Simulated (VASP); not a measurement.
Write the native input for VASP 6.6.1 that does the following.

- Task: single point
- Functional: PBEsol
- Potentials or basis: VASP PAW PBE potentials, release 64 (Al, Ni)
- Cutoff: 520 eV
- k mesh: 18 × 18 × 18
- Occupations: gaussian, width 0.1 eV
- Spin: no spin polarisation
- Dipole correction: no
- Further INCAR settings: ALGO = Fast; EDIFF = 1e-06; NBANDS = 14

The structure of AlNi lies in POSCAR:

```
AlNi
1.0
    2.8958143403      0.0000000000      0.0000000000
    0.0000000000      2.8958143403      0.0000000000
    0.0000000000      0.0000000000      2.7764806495
Al Ni
1 1
Direct
    0.5000000000      0.5000000000      0.5000000000
    0.0000000000      0.0000000000      0.0000000000
```

This cell differs from its parent crystal: uniaxial strain along c: -3.0 %, then relaxed in part.

One way to write it, as run:

INCAR

```
SYSTEM = AlNi
PREC = Accurate
ENCUT = 520
EDIFF = 1E-6
ISMEAR = 0
SIGMA = 0.1
LREAL = .False.
LASPH = .True.
NELM = 100
ALGO = Fast
ISIF = 2
LWAVE = .False.
LCHARG = .False.
GGA = PS
NBANDS = 14
```

KPOINTS

```
regular mesh
0
Gamma
  18 18 18
  0 0 0
```

Potentials or basis: VASP PAW PBE potentials, release 64 (Al, Ni).

The run is started by

```console
$ cat potpaw_PBE.64/Al/POTCAR potpaw_PBE.64/Ni/POTCAR > POTCAR
$ mpirun -np 1 vasp_std > vasp.out
```

It gave:

* Pressure: 1.5 GPa
* Band gap on the k mesh: zero (an odd number of electrons rules out a gap without spin polarisation)

Caveat: the cell differs from its parent crystal (uniaxial strain along c: -3.0 %, then relaxed in part); the PAW data sets were made with another functional, which shifts forces and pressure a little.

It took 100 s on 1 thread of AMD EPYC 9R45 96-Core Processor (Zen 5) (shared host), peak memory 0.26 GiB.
